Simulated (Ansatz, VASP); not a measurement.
**One calculation of Li7B, two programs**

File INCAR:

```
SYSTEM = Li7B
  PREC = Accurate
  ENCUT = 600
  EDIFF = 1E-6
  ISMEAR = 0
  SIGMA = 0.1
  LREAL = .FALSE.
  LASPH = .TRUE.
  NELM = 80
  ALGO = Normal
  ISIF = 3
  LWAVE = .FALSE.
  LCHARG = .FALSE.
  GGA = PE
  IBRION = 2
  NSW = 90
  EDIFFG = -0.04
```

KPOINTS

```
Automatic mesh
0
G
  4 4 4
  0 0 0
```

Contents of POSCAR:

```
Li7B
1.0
   -2.8873890000      2.8873890000      2.8873890000
    2.8873890000     -2.8873890000      2.8873890000
    2.8873890000      2.8873890000     -2.8873890000
Li B
7 1
Direct
    0.5000000000      0.5000000000      0.5000000000
    0.0000000000      0.0000000000      0.5000000000
    0.0000000000      0.5000000000      0.0000000000
    0.5000000000      0.0000000000      0.0000000000
    0.0000000000      0.5000000000      0.5000000000
    0.5000000000      0.0000000000      0.5000000000
    0.5000000000      0.5000000000      0.0000000000
    0.0000000000      0.0000000000      0.0000000000
```

Input for Ansatz:

```yaml
crystal:
  lattice:
    - [-2.887389, 2.887389, 2.887389]
    - [2.887389, -2.887389, 2.887389]
    - [2.887389, 2.887389, -2.887389]
  atoms:
    - { symbol: Li, position: [0.5, 0.5, 0.5] }
    - { symbol: Li, position: [0.0, 0.0, 0.5] }
    - { symbol: Li, position: [0.0, 0.5, 0.0] }
    - { symbol: Li, position: [0.5, 0.0, 0.0] }
    - { symbol: Li, position: [0.0, 0.5, 0.5] }
    - { symbol: Li, position: [0.5, 0.0, 0.5] }
    - { symbol: Li, position: [0.5, 0.5, 0.0] }
    - { symbol: B, position: [0.0, 0.0, 0.0] }
basis:
  ecutwfc: 420
kpoints:
  mp_grid: { grid: [4, 4, 4] }
hamiltonian:
  xc: pbe
scf:
  occupations: { method: gaussian, width: 0.1 }
  lower_state_search: "off"
output:
  forces: true
  stress: true
  eigenvalues: true
relax:
  adjacent_minimum: "off"
  f_tol: 0.04
  max_steps: 70
  cell: { stress_tol: 0.4 }
```

Alike in both runs: task relaxation of cell and atoms; functional PBE; k mesh 4 × 4 × 4; occupations gaussian, width 0.1 eV; no spin polarisation.

|  | VASP | Ansatz |
| --- | --- | --- |
| version | VASP 6.6.1 | Ansatz 0.2.0 |
| potentials or method | VASP PAW PBE potentials, release 64 (Li_sv, B), cutoff 600 eV | scalar-relativistic, plane waves, PAW |
| valence electrons in the cell | 24 | 24 |

|  | VASP | Ansatz | Ansatz less VASP |
| --- | --- | --- | --- |
| gap on the k mesh at the Fermi level, each at its own relaxed structure (eV) | none | none | - |
| relaxed volume (Å³/atom) | 14.95 | 14.99 | +0.040 |
| relaxed length of the cell vector where the two differ most in proportion (Å) | 5.376 | 5.381 | +0.0047 |

A gap of «none» marks a metal or a gap that the smearing closes.

The k mesh is coarse, so the values compare programs but aren't converged. Noted on VASP's run: the cutoff is under 1.25 times that of the potentials, so the pressure is a little rough; the volume moved by over 15 % at a fixed basis, so the end points are rough.
